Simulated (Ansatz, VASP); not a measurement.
One calculation of ZnSe, two programs

```
Zn Se
1.0
     0.00000    2.82779    2.82779
     2.82779    0.00000    2.82779
     2.82779    2.82779    0.00000
Zn Se
1 1
Direct
  0.00000 0.00000 0.00000
  0.25000 0.25000 0.25000
```

Alike in both runs: functional PBE; dispersion D3(BJ); k mesh 6 × 6 × 6; no spin polarisation.

Ansatz relaxed the structure, and its values are those at the end. VASP's run is a single point on that final structure, the one shown.

|  | VASP | Ansatz |
| --- | --- | --- |
| version | VASP 6.6.1 | Ansatz 0.2.0 |
| potentials or method | VASP PAW PBE potentials, release 64 (Zn, Se), cutoff 520 eV | plane waves, PAW |
| occupations | gaussian, width 0.01 eV | fixed |
| valence electrons in the cell | 18 | 28 |

```csv
,VASP,Ansatz,Ansatz less VASP
pressure (GPa),0.3,0.0,-0.25
```

VASP's potentials hold 18 valence electrons a cell and Ansatz's 28, so a difference there can come from the potentials and not from the codes.
